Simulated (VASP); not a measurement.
# Mg4O in VASP: a series of runs, part 2 of 2

VASP 6.6.1.

### Step 3. Single point, LDA

INCAR

```
ALGO     = Normal         # electronic algorithm
DIPOL    = 0.5 0.5 0.337
EDIFF    = 1E-6           # SCF threshold, eV
ENCUT    = 520            # plane-wave cutoff, eV
GGA      = CA             # functional
IDIPOL   = 3            
ISIF     = 2              # what is computed and relaxed
ISMEAR   = 0              # smearing method
LASPH    = T              # aspherical terms in the spheres
LCHARG   = F              # write CHGCAR
LDIPOL   = T            
LREAL    = F              # projectors in reciprocal space
LWAVE    = F              # write WAVECAR
NBANDS   = 15             # bands
NELM     = 60             # most SCF steps
PREC     = Accurate       # precision mode
SIGMA    = 0.1            # smearing width, eV
```

KPOINTS

```
k-points
0
Gamma
  8 5 1
```

POSCAR

```
Mg4O
1.0
    3.1466128697      0.0000000000      0.0000000000
    0.0000000000      5.0388886589      0.0000000000
    0.0000000000      0.0000000000     20.5846139733
Mg O
4 1
Direct
    0.0000000000      0.7500000000      0.1943198937
    0.5000000000      0.2500000000      0.2384474589
    0.5000000000      0.7500000000      0.3306067122
    0.0000000000      0.2500000000      0.3684603453
    0.1250000000      0.3750000000      0.5545216436
```

Potentials or basis: VASP PAW LDA potentials, release 64 (Mg, O).

Started as:

```console
> cat potpaw_LDA.64/Mg/POTCAR potpaw_LDA.64/O/POTCAR > POTCAR
> mpirun -np 1 vasp_std > vasp.out
```

OUTCAR:

```text
EDIFF = 1E-6
   ENCUT = 520
   GGA = CA
   ISIF = 2
   ISMEAR = 0
   LASPH = T
   LREAL = F
   NELM = 60
   PREC = Accurate

 ion  position               nearest neighbor table
   1  0.000  0.750  0.194-   2 3.11   2 3.11   2 3.11   2 3.11   3 3.22   3 3.22
   2  0.500  0.250  0.238-   4 3.10   4 3.10   1 3.11   1 3.11   1 3.11   1 3.11   3 3.15   3 3.15

   3  0.500  0.750  0.331-   4 3.07   4 3.07   4 3.07   4 3.07   2 3.15   2 3.15   1 3.22   1 3.22

   4  0.000  0.250  0.368-   3 3.07   3 3.07   3 3.07   3 3.07   2 3.10   2 3.10
   5  0.125  0.375  0.555-

  LATTYP: Found a simple orthorhombic cell.
 ALAT       =     3.1466128697
 B/A-ratio  =     1.6013691126
 C/A-ratio  =     6.5418323848

  Lattice vectors:

 A1 = (   3.1466128697,   0.0000000000,   0.0000000000)
 A2 = (   0.0000000000,   5.0388886589,   0.0000000000)
 A3 = (   0.0000000000,   0.0000000000,  20.5846139733)

Analysis of symmetry for initial positions (statically):
=====================================================================
 Subroutine PRICEL returns:
 Original cell was already a primitive cell.

 Routine SETGRP: Setting up the symmetry group for a
 simple orthorhombic supercell.

 Subroutine GETGRP returns: Found  1 space group operations
 (whereof  1 operations were pure point group operations)
 out of a pool of  8 trial point group operations.

The static configuration has the point symmetry C_1 .

Analysis of symmetry for dynamics (positions and initial velocities):
=====================================================================
 Subroutine PRICEL returns:
 Original cell was already a primitive cell.

 Routine SETGRP: Setting up the symmetry group for a
 simple orthorhombic supercell.

 Subroutine GETGRP returns: Found  1 space group operations
 (whereof  1 operations were pure point group operations)
 out of a pool of  8 trial point group operations.

The dynamic configuration has the point symmetry C_1 .

 Subroutine INISYM returns: Found  1 space group operations
 (whereof  1 operations are pure point group operations),
 and found     1 'primitive' translations

----------------------------------------------------------------------------------------

                                     Primitive cell

  volume of cell :     326.3779

  direct lattice vectors                    reciprocal lattice vectors
     3.146612870  0.000000000  0.000000000     0.317802043  0.000000000  0.000000000
     0.000000000  5.038888659  0.000000000     0.000000000  0.198456459  0.000000000
     0.000000000  0.000000000 20.584613973     0.000000000  0.000000000  0.048579973

  length of vectors
     3.146612870  5.038888659 20.584613973     0.317802043  0.198456459  0.048579973

  position of ions in fractional coordinates (direct lattice)
     0.000000000  0.750000000  0.194319894
     0.500000000  0.250000000  0.238447459
     0.500000000  0.750000000  0.330606712
     0.000000000  0.250000000  0.368460345
     0.125000000  0.375000000  0.554521644

  ion indices of the primitive-cell ions
   primitive index   ion index
                 1           1
                 2           2
                 3           3
                 4           4
                 5           5

----------------------------------------------------------------------------------------

 KPOINTS: k-points

[... 50 lines left out ...]
   ions per type =               4   1
   NGX,Y,Z   is equivalent  to a cutoff of  12.68, 13.20, 12.92 a.u.
   NGXF,Y,Z  is equivalent  to a cutoff of  25.36, 26.39, 25.84 a.u.
 SYSTEM =  unknown system
   PREC   = accura    normal or accurate (medium, high low for compatibility)
   ISTART =      0    job   : 0-new  1-cont  2-samecut
   ICHARG =      2    charge: 1-file 2-atom 10-const
   ISPIN  =      1    spin polarized calculation?
   LNONCOLLINEAR =      F non collinear calculations
   LSORBIT =      F    spin-orbit coupling
   LASPH  =      T    aspherical Exc in radial PAW
   ENCUT  =  520.0 eV  38.22 Ry    6.18 a.u.   5.85  9.37 38.27*2*pi/ulx,y,z
   NELM   =     60;   NELMIN=  2; NELMDL= -5     # of ELM steps
   EDIFF  = 0.1E-05   stopping-criterion for ELM
   LREAL  =      F    real-space projection
[... 7 lines left out ...]
   TEBEG  =    0.0;   TEEND  =   0.0 temperature during run
   PSTRESS=    0.0 pullay stress
   NELECT =      14.0000    total number of electrons
   NUPDOWN=      -1.0000    fix difference up-down
   EMIN   =  10.00;   EMAX   =-10.00  energy-range for DOS
   EFERMI =   0.00;   METHOD = LEGACY
   ISMEAR =     0;   SIGMA  =   0.10  broadening in eV -4-tet -1-fermi 0-gaus
   EFERMI_NEDOS =   21; number of points for ismear=-14 and -15
   IALGO  =     38    algorithm
   IMIX   =      4    mixing-type and parameters
     AMIX     =   0.40;   BMIX     =  1.00
     AMIX_MAG =   1.60;   BMIX_MAG =  1.00
  volume/ion in A,a.u.               =      65.28       440.50
  Fermi-wavevector in a.u.,A,eV,Ry     =   0.573074  1.082953  4.468338  0.328414
  Thomas-Fermi vector in A             =   1.614207
   LORBIT       =      0    0 simple, 1 ext, 2 COOP (PROOUT), +10 PAW based schemes
   GGA     = CA    functional components
   LHFCALC =     F    Hartree Fock is set to
   AEXX    =    0.0000 exact exchange contribution
   IVDW    =     0    specifies the selected vdW correction
   LEPSILON=     F    determine dielectric tensor
   LRPA    =     F    only Hartree local field effects (RPA)
 non-spin polarized calculation
 Gauss-broadening in eV      SIGMA  =   0.10
  energy-cutoff  :      520.00
  volume of cell :      326.38
 maximum number of plane-waves:      8852
 NGX is ok and might be reduce to    24
   NGX = 11   NGY = 19   NGZ = 77

 number of electron      13.9999998 magnetization

 dipolmoment           0.000000      0.000000      0.475166 electrons x Angstroem

 Free energy of the ion-electron system (eV)
  ---------------------------------------------------
  ext. energy  EPLUGINS =         0.00000000
  ---------------------------------------------------
  free energy    TOTEN  =        -6.98876433 eV

  energy without entropy =       -6.92374173  energy(sigma->0) =       -6.95625303

 E-fermi :  -3.6185     XC(G=0):  -3.8512

 val. band max:       -3.6187619379   @ k =   0.3750   0.4000   0.0000
 cond. band min:      -3.6150443309   @ k =   0.5000   0.4000   0.0000
 fundamental gap:      0.0037176070
 Fermi energy:        -3.6185140683

 k-point     1 :       0.0000    0.0000    0.0000
  band No.  band energies     occupation
      1     -18.2925      2.00000
      2      -9.8511      2.00000
      3      -7.5799      2.00000
      4      -4.5625      2.00000
      5      -4.4336      2.00000
      6      -3.8092      1.99300
      7      -3.7683      1.96589
      8      -3.7016      1.75976
      9      -3.2904      0.00000
     10      -2.3562      0.00000
     11      -1.7300      0.00000
     12      -1.2682      0.00000
     13       0.1446      0.00000
     14       1.0665      0.00000
[... 347 lines left out ...]
      2      -5.3279      2.00000
      3      -5.1987      2.00000
      4      -4.4045      2.00000
      5      -4.3501      2.00000
      6      -4.1022      2.00000
      7      -3.6150      0.96086
      8      -3.5931      0.71908
      9      -2.7922      0.00000
     10      -2.7861      0.00000
     11      -1.8623      0.00000
     12      -1.6985      0.00000
     13      -0.0473      0.00000
     14      -0.0019      0.00000
     15       0.9876      0.00000

------------------------ aborting loop because EDIFF is reached ----------------------------------------

 vacuum level on the upper side and lower side of the slab       (xc-potential included)         2.629        -2.659

  FORCE on cell =-STRESS in cart. coord.  units (eV):
  Direction    XX          YY          ZZ          XY          YZ          ZX
  --------------------------------------------------------------------------------------
  -------------------------------------------------------------------------------------
  Total       -2.4692809     -1.0525447     -2.9023824     -0.0132770     -0.1449106     -0.0449255
  in kB      -12.1216092     -5.1669031    -14.2476886     -0.0651764     -0.7113607     -0.2205377
  external PRESSURE =     -10.5120670 kB  Pullay stress =       0.0000000 kB

 VOLUME and BASIS-vectors are now :
 -----------------------------------------------------------------------------
  energy-cutoff  :      520.00
  volume of cell :      326.38
      direct lattice vectors                 reciprocal lattice vectors
     3.146612870  0.000000000  0.000000000     0.317802043  0.000000000  0.000000000
     0.000000000  5.038888659  0.000000000     0.000000000  0.198456459  0.000000000
     0.000000000  0.000000000 20.584613973     0.000000000  0.000000000  0.048579973

 POSITION                                       TOTAL-FORCE (eV/Angst)
 -----------------------------------------------------------------------------------
      0.00000      3.77917      4.00000         0.000000     -0.009800      0.250384
      1.57331      1.25972      4.90835         0.001919      0.007649     -0.044355
      1.57331      3.77917      6.80541        -0.001045      0.000578     -0.074056
      0.00000      1.25972      7.58461         0.009593      0.042968      0.448120
      0.39333      1.88958     11.41461        -0.010468     -0.041395     -0.580092
 -----------------------------------------------------------------------------------
    total drift:                               -0.000246     -0.000067     -0.000145

  FREE ENERGIE OF THE ION-ELECTRON SYSTEM (eV)
  ---------------------------------------------------
  free  energy   TOTEN  =        -6.9887643299 eV

  energy  without entropy=       -6.9237417262  energy(sigma->0) =       -6.95625303

 vacuum level on the upper side and lower side of the slab         5.533         0.111
```

Wall time 3 min (1 thread of Intel Xeon 6975P-C, shared host); peak memory 0.35 GiB.

Results:

| Property | Result |
| --- | --- |
| Free energy | -6.9888 eV |
| Largest force | 0.582 eV/Å |
| Band gap on the k mesh | zero (bands 7 and 8 overlap by 0.17 eV) |

Forces on the atoms (eV/Å):
```
Mg   0.000 -0.010  0.250
Mg   0.002  0.008 -0.044
Mg  -0.001  0.001 -0.074
Mg   0.010  0.043  0.448
O   -0.010 -0.041 -0.580
```
